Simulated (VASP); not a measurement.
# W9S16 (a cell with a defect) in VASP: single point with PBE+D3(BJ)

Aim: the single point of W9S16 (a cell with a defect) with PBE+D3(BJ).

Program: VASP 6.6.1. These are calculated values, not measurements. Logs are shortened: lines on timing, memory, paths and dates and some standing lists are left out, and cuts for length are marked.

### Step 1. The cell of the first run

The cell holds a defect, 25 atoms: a = 6.308 Å, b = 6.308 Å, c = 12.145 Å, α = 90.00°, β = 90.00°, γ = 120.00°.

### Step 2. Single point, PBE+D3(BJ) (with an interstitial atom, then relaxed in part)

The input, INCAR:

```
SYSTEM = W9S16
  ALGO = Fast
  EDIFF = 1E-7
  ENCUT = 520
  GGA = PE
  ISIF = 2
  ISMEAR = 0
  IVDW = 12
  LASPH = .TRUE.
  LCHARG = .FALSE.
  LREAL = Auto
  LWAVE = .FALSE.
  NBANDS = 129
  NELECT = 220.0
  NELM = 80
  PREC = Accurate
  SIGMA = 0.01
```

The input, KPOINTS:

```
Automatic mesh
0
Gamma
  3 3 2
  0 0 0.5
```

The input, POSCAR:

```
W9S16
1.0
   -3.1540891670     -5.4630426888      0.0000000000
    6.3081783340      0.0000000000      0.0000000000
    0.0000000000      0.0000000000     12.1448340132
W S
9 16
Direct
    0.1608672594      0.8266217503      0.7379778107
    0.1609188952      0.3338115048      0.7379469240
    0.6504304843      0.8249443177      0.7354490714
    0.6638891025      0.3315173931      0.7421053931
    0.3510433340      0.1746553076      0.2627328624
    0.3376028148      0.6680467326      0.2560433759
    0.8406000463      0.1729848194      0.2602232639
    0.8405689994      0.6659250896      0.2602283230
    0.0007378045     -0.0003630029     -0.0009499813
    0.1773305649      0.8474122833      0.1303348528
    0.1775496890      0.3283691227      0.1303785059
    0.6757906030      0.8370939643      0.1307925153
    0.6770844720      0.3376678792      0.1283270206
    0.3313529221      0.1653948458      0.6110631144
    0.3212367588      0.6604042317      0.6065509737
    0.8252489893      0.1642604750      0.6096940295
    0.8252019838      0.6602700408      0.6097223369
    0.1762191909      0.8353299076      0.3884673701
    0.1762614542      0.3392839555      0.3884400988
    0.6700990856      0.8341983311      0.3871288882
    0.6802755914      0.3392826441      0.3916050280
    0.3256524237      0.1626858330      0.8673415228
    0.3244628436      0.6620314707      0.8699234622
    0.8241531789      0.1522333487      0.8678266515
    0.8238201082      0.6710697828      0.8677648260
```

Potentials or basis: VASP PAW PBE potentials, release 64 (W_sv, S).

The run is started by

```sh
> cat potpaw_PBE.64/W_sv/POTCAR potpaw_PBE.64/S/POTCAR > POTCAR
> mpirun -np 1 vasp_std > vasp.out
```

OUTCAR:

```text
SYSTEM = W9S16
   EDIFF = 1E-7
   ENCUT = 520
   GGA = PE
   ISIF = 2
   ISMEAR = 0
   IVDW = 12
   LASPH = .TRUE.
   LREAL = Auto
   NELECT = 220.0
   NELM = 80
   PREC = Accurate
 IVDW          = 12

 ion  position               nearest neighbor table
   1  0.161  0.827  0.738-  15 2.39  23 2.40  17 2.41  14 2.41  22 2.42  25 2.43   3 3.09   2 3.11
                             4 3.13   4 3.18   2 3.20   3 3.21
   2  0.161  0.334  0.738-  15 2.39  23 2.41  16 2.41  14 2.41  22 2.42  24 2.42   3 3.09   1 3.11
                             4 3.13   4 3.18   1 3.20   3 3.22
   3  0.650  0.825  0.735-  15 2.38  16 2.40  17 2.40  25 2.40  24 2.41  23 2.42   2 3.09   1 3.09
                             4 3.15   4 3.16   1 3.21   2 3.22
   4  0.664  0.332  0.742-  22 2.39  25 2.40  24 2.40  16 2.41  17 2.41  14 2.42   2 3.13   1 3.13
                             3 3.15   3 3.16   1 3.18   2 3.18
   5  0.351  0.175  0.263-  21 2.38  18 2.40  19 2.40  11 2.40  10 2.41  13 2.42   7 3.09   8 3.09
                             6 3.16   6 3.16   8 3.21   7 3.21
   6  0.338  0.668  0.256-  12 2.39  11 2.40  10 2.40  18 2.41  19 2.41  20 2.42   8 3.13   7 3.13
                             5 3.16   5 3.16   7 3.18   8 3.18
   7  0.841  0.173  0.260-  21 2.39  13 2.40  19 2.41  20 2.41  12 2.42  11 2.43   5 3.09   8 3.11
                             6 3.13   6 3.18   8 3.20   5 3.21
   8  0.841  0.666  0.260-  21 2.39  13 2.40  18 2.41  20 2.41  12 2.42  10 2.42   5 3.09   7 3.11
                             6 3.13   6 3.18   7 3.20   5 3.21
   9  0.001  1.000  0.999-  22 2.39  12 2.39  25 2.40  10 2.40  11 2.40  24 2.40
  10  0.177  0.847  0.130-   9 2.40   6 2.40   5 2.41   8 2.42
  11  0.178  0.328  0.130-   9 2.40   6 2.40   5 2.40   7 2.43
  12  0.676  0.837  0.131-   9 2.39   6 2.39   7 2.42   8 2.42
  13  0.677  0.338  0.128-   7 2.40   8 2.40   5 2.42
  14  0.331  0.165  0.611-   1 2.41   2 2.41   4 2.42
  15  0.321  0.660  0.607-   3 2.38   2 2.39   1 2.39
  16  0.825  0.164  0.610-   3 2.40   2 2.41   4 2.41
  17  0.825  0.660  0.610-   3 2.40   1 2.41   4 2.41
  18  0.176  0.835  0.388-   5 2.40   8 2.41   6 2.41
  19  0.176  0.339  0.388-   5 2.40   7 2.41   6 2.41
  20  0.670  0.834  0.387-   8 2.41   7 2.41   6 2.42
  21  0.680  0.339  0.392-   5 2.38   7 2.39   8 2.39
  22  0.326  0.163  0.867-   9 2.39   4 2.39   2 2.42   1 2.42
  23  0.324  0.662  0.870-   1 2.40   2 2.41   3 2.42
  24  0.824  0.152  0.868-   4 2.40   9 2.40   3 2.41   2 2.42
  25  0.824  0.671  0.868-   9 2.40   4 2.40   3 2.40   1 2.43

  LATTYP: Found a hexagonal cell.
 ALAT       =     6.3081783340
 C/A-ratio  =     1.9252521679

  Lattice vectors:

 A1 = (  -3.1540891670,  -5.4630426888,   0.0000000000)
 A2 = (   6.3081783340,   0.0000000000,   0.0000000000)
 A3 = (   0.0000000000,   0.0000000000,  12.1448340132)

Analysis of symmetry for initial positions (statically):
=====================================================================
 Subroutine PRICEL returns:
 Original cell was already a primitive cell.

 Routine SETGRP: Setting up the symmetry group for a
 hexagonal supercell.

 Subroutine GETGRP returns: Found  1 space group operations
 (whereof  1 operations were pure point group operations)
 out of a pool of 24 trial point group operations.

The static configuration has the point symmetry C_1 .

Analysis of symmetry for dynamics (positions and initial velocities):
=====================================================================
 Subroutine PRICEL returns:
 Original cell was already a primitive cell.

 Routine SETGRP: Setting up the symmetry group for a
 hexagonal supercell.

 Subroutine GETGRP returns: Found  1 space group operations
 (whereof  1 operations were pure point group operations)
 out of a pool of 24 trial point group operations.

The dynamic configuration has the point symmetry C_1 .

 Subroutine INISYM returns: Found  1 space group operations
 (whereof  1 operations are pure point group operations),
 and found     1 'primitive' translations

----------------------------------------------------------------------------------------

                                     Primitive cell

  volume of cell :     418.5334

  direct lattice vectors                    reciprocal lattice vectors
    -3.154089167 -5.463042689  0.000000000     0.000000000 -0.183048176  0.000000000
     6.308178334  0.000000000  0.000000000     0.158524371 -0.091524088  0.000000000
     0.000000000  0.000000000 12.144834013     0.000000000  0.000000000  0.082339536

  length of vectors
     6.308178334  6.308178334 12.144834013     0.183048176  0.183048176  0.082339536

  position of ions in fractional coordinates (direct lattice)
     0.160867259  0.826621750  0.737977811
     0.160918895  0.333811505  0.737946924
     0.650430484  0.824944318  0.735449071
     0.663889103  0.331517393  0.742105393
     0.351043334  0.174655308  0.262732862
     0.337602815  0.668046733  0.256043376
[... 17 lines left out ...]
     0.824153179  0.152233349  0.867826652
     0.823820108  0.671069783  0.867764826

  ion indices of the primitive-cell ions
   primitive index   ion index
                 1           1
                 2           2
                 3           3
                 4           4
                 5           5
                 6           6
[... 17 lines left out ...]
                24          24
                25          25

----------------------------------------------------------------------------------------

 KPOINTS: Automatic mesh

Automatic generation of k-mesh.
 Grid dimensions read from file:
 generate k-points for:    3    3    2

 Generating k-lattice:

  Cartesian coordinates                     Fractional coordinates (reciprocal lattice)
     0.000000000 -0.061016059  0.000000000     0.333333333  0.000000000  0.000000000
     0.052841457 -0.030508029  0.000000000     0.000000000  0.333333333  0.000000000
     0.000000000  0.000000000  0.041169768     0.000000000  0.000000000  0.500000000

  Length of vectors
     0.061016059  0.061016059  0.041169768

  Shift w.r.t. Gamma in fractional coordinates (k-lattice)
     0.000000000  0.000000000  0.500000000

 Subroutine IBZKPT returns following result:
 ===========================================

 Found      9 irreducible k-points:

 Following reciprocal coordinates:
            Coordinates               Weight
  0.000000  0.000000  0.250000      2.000000
  0.333333  0.000000  0.250000      2.000000
 -0.000000  0.333333  0.250000      2.000000
 -0.333333  0.333333  0.250000      2.000000
 -0.333333  0.000000  0.250000      2.000000
  0.000000 -0.333333  0.250000      2.000000
  0.333333 -0.333333  0.250000      2.000000
  0.333333  0.333333  0.250000      2.000000
 -0.333333 -0.333333  0.250000      2.000000
   k-points           NKPTS =      9   k-points in BZ     NKDIM =      9   number of bands    NBANDS=    129
   number of dos      NEDOS =    301   number of ions     NIONS =     25
   total plane-waves  NPLWV = 207360
   dimension x,y,z NGX =    48 NGY =   48 NGZ =   90
   dimension x,y,z NGXF=    96 NGYF=   96 NGZF=  180
   ions per type =               9  16
   NGX,Y,Z   is equivalent  to a cutoff of  12.65, 12.65, 12.32 a.u.
   NGXF,Y,Z  is equivalent  to a cutoff of  25.30, 25.30, 24.64 a.u.
 SYSTEM =  W9S16
   PREC   = accura    normal or accurate (medium, high low for compatibility)
   ISTART =      0    job   : 0-new  1-cont  2-samecut
   ICHARG =      2    charge: 1-file 2-atom 10-const
   ISPIN  =      1    spin polarized calculation?
   LNONCOLLINEAR =      F non collinear calculations
   LSORBIT =      F    spin-orbit coupling
   LASPH  =      T    aspherical Exc in radial PAW
   ENCUT  =  520.0 eV  38.22 Ry    6.18 a.u.  11.73 11.73 22.58*2*pi/ulx,y,z
   NELM   =     80;   NELMIN=  2; NELMDL= -5     # of ELM steps
   EDIFF  = 0.1E-06   stopping-criterion for ELM
   LREAL  =      T    real-space projection
   EDIFFG = 0.1E-05   stopping-criterion for IOM
   NSW    =      0    number of steps for IOM
   IBRION =     -1    ionic relax: 0-MD 1-quasi-New 2-CG
   NFREE  =      0    steps in history (QN), initial steepest desc. (CG)
   ISIF   =      2    stress and relaxation
   ISYM   =      2    0-nonsym 1-usesym 2-fastsym
   POTIM  = 0.5000    time-step for ionic-motion
   TEBEG  =    0.0;   TEEND  =   0.0 temperature during run
   PSTRESS=    0.0 pullay stress
   NELECT =     220.0000    total number of electrons
   NUPDOWN=      -1.0000    fix difference up-down
   EMIN   =  10.00;   EMAX   =-10.00  energy-range for DOS
   EFERMI =   0.00;   METHOD = LEGACY
   ISMEAR =     0;   SIGMA  =   0.01  broadening in eV -4-tet -1-fermi 0-gaus
   EFERMI_NEDOS =   21; number of points for ismear=-14 and -15
   IALGO  =     68    algorithm
   IMIX   =      4    mixing-type and parameters
     AMIX     =   0.40;   BMIX     =  1.00
     AMIX_MAG =   1.60;   BMIX_MAG =  1.00
  volume/ion in A,a.u.               =      16.74       112.98
  Fermi-wavevector in a.u.,A,eV,Ry     =   1.321211  2.496728 23.750327  1.745600
  Thomas-Fermi vector in A             =   2.450982
   LORBIT       =      0    0 simple, 1 ext, 2 COOP (PROOUT), +10 PAW based schemes
   GGA     = PE    functional components
   LHFCALC =     F    Hartree Fock is set to
   AEXX    =    0.0000 exact exchange contribution
   IVDW    =    12    specifies the selected vdW correction
   LEPSILON=     F    determine dielectric tensor
   LRPA    =     F    only Hartree local field effects (RPA)
 non-spin polarized calculation
 RMM-DIIS sequential band-by-band and
 Gauss-broadening in eV      SIGMA  =   0.01
  energy-cutoff  :      520.00
  volume of cell :      418.53
 maximum number of plane-waves:     11289
   NGX = 23   NGY = 23   NGZ = 45

 number of electron     219.9999998 magnetization

 Free energy of the ion-electron system (eV)
  ---------------------------------------------------
  ext. energy  EPLUGINS =         0.00000000
  ---------------------------------------------------
  free energy    TOTEN  =      -212.82784065 eV

  energy without entropy =     -212.82717770  energy(sigma->0) =     -212.82750918

 E-fermi :   8.6513     XC(G=0): -11.3260

 val. band max:        8.6400524068   @ k =  -0.0000   0.3333   0.2500
 cond. band min:       8.6599568249   @ k =   0.3333   0.0000   0.2500
 fundamental gap:      0.0199044181
 Fermi energy:         8.6513241233

 k-point     1 :       0.0000    0.0000    0.2500
  band No.  band energies     occupation
      1     -66.5238      2.00000
      2     -66.5230      2.00000
      3     -66.2500      2.00000
      4     -66.2495      2.00000
      5     -66.2398      2.00000
      6     -66.2394      2.00000
[... 114 lines left out ...]
    121      10.7642      0.00000
    122      10.7933      0.00000

 k-point     2 :       0.3333    0.0000    0.2500
  band No.  band energies     occupation
      1     -66.5237      2.00000
      2     -66.5229      2.00000
      3     -66.2497      2.00000
      4     -66.2492      2.00000
      5     -66.2398      2.00000
      6     -66.2394      2.00000
[... 873 lines left out ...]
      5     -66.2421      2.00000
      6     -66.2417      2.00000
[... 114 lines left out ...]
    121      10.0494      0.00000
    122      10.2097      0.00000
 [bands above 122 left out]

------------------------ aborting loop because EDIFF is reached ----------------------------------------

 Edisp (eV)  -11.55417

 E8    (eV) :    -4.9120

  FORCE on cell =-STRESS in cart. coord.  units (eV):
  Direction    XX          YY          ZZ          XY          YZ          ZX
  --------------------------------------------------------------------------------------
  -------------------------------------------------------------------------------------
  Total     -22.40921   -20.70077   -17.46327    -0.00771    -1.31507    -0.02786
  in kB     -85.78413   -79.24411   -66.85069    -0.02951    -5.03420    -0.10664
  external pressure =      -77.29 kB  Pullay stress =        0.00 kB

 VOLUME and BASIS-vectors are now :
 -----------------------------------------------------------------------------
  energy-cutoff  :      520.00
  volume of cell :      418.53
      direct lattice vectors                 reciprocal lattice vectors
    -3.154089167 -5.463042689  0.000000000     0.000000000 -0.183048176  0.000000000
     6.308178334  0.000000000  0.000000000     0.158524371 -0.091524088  0.000000000
     0.000000000  0.000000000 12.144834013     0.000000000  0.000000000  0.082339536

 POSITION                                       TOTAL-FORCE (eV/Angst)
 -----------------------------------------------------------------------------------
      4.70709     -0.87882      8.96262         0.001132      0.004005      0.001116
      1.59819     -0.87911      8.96224        -0.004883      0.003547     -0.000928
      3.15238     -3.55333      8.93191        -0.000961      0.003576     -0.020179
     -0.00269     -3.62685      9.01275         0.000737     -0.000114     -0.029410
     -0.00547     -1.91776      3.19085         0.000446     -0.001678      0.017248
      3.14933     -1.84434      3.10960        -0.002914      0.003474      0.031823
[... 17 lines left out ...]
     -1.63914     -4.50238     10.53961         0.016538      0.015774      0.014855
      1.63483     -4.50056     10.53886        -0.015478      0.011713      0.013909
 -----------------------------------------------------------------------------------
    total drift:                                0.003330      0.005776     -0.000676

  FREE ENERGIE OF THE ION-ELECTRON SYSTEM (eV)
  ---------------------------------------------------
  free  energy   TOTEN  =      -224.3820098805 eV

  energy  without entropy=     -224.3813469310  energy(sigma->0) =     -224.38167841
```

It took 33 min on 1 thread of Oxide Virtual Turin-like, shared host; peak memory 0.62 GiB.

Results:

| Quantity | Value |
| --- | --- |
| Free energy | -224.3820 eV |
| Largest force | 0.032 eV/Å |
| Dispersion energy per atom | -0.462 eV |

Forces in eV/Å, atoms in the order of the input:
```
W    0.001  0.004  0.001
W   -0.005  0.004 -0.001
W   -0.001  0.004 -0.020
W    0.001  0.000 -0.029
W    0.000 -0.002  0.017
W   -0.003  0.003  0.032
W   -0.001 -0.006 -0.007
W    0.002 -0.003 -0.005
W    0.002  0.000  0.004
S   -0.016 -0.016 -0.011
S    0.019 -0.012 -0.012
S   -0.006  0.011 -0.015
S    0.003  0.009 -0.015
S    0.001 -0.002  0.004
S   -0.001  0.001 -0.004
S    0.004 -0.006  0.004
S   -0.004 -0.004  0.005
S   -0.006  0.004 -0.005
S    0.008  0.002 -0.001
S    0.003  0.005 -0.002
S    0.001 -0.001  0.008
S    0.000 -0.017  0.016
S   -0.002 -0.006  0.007
S    0.017  0.016  0.015
S   -0.015  0.012  0.014
```

Levels at points of the mesh, in eV from the Fermi level:
```
           k point  band 106  band 107  band 108  band 109  band 110  band 111  band 112  band 113  band 114  band 115
(0.00, 0.00, 0.25)     -1.87     -1.30     -0.32     -0.04     -0.02      0.04      0.61      0.71      1.63      1.67
```

Caveat: the k points lie up to 0.38 Å⁻¹ apart; the cell carries a net charge on a neutralising background, which shifts energy and pressure; the cell differs from its parent crystal (with an interstitial atom, then relaxed in part); the cell is charged against a uniform background, so pressure and absolute levels hang on convention; spin-orbit coupling is left out, which moves the levels of the heavy elements.
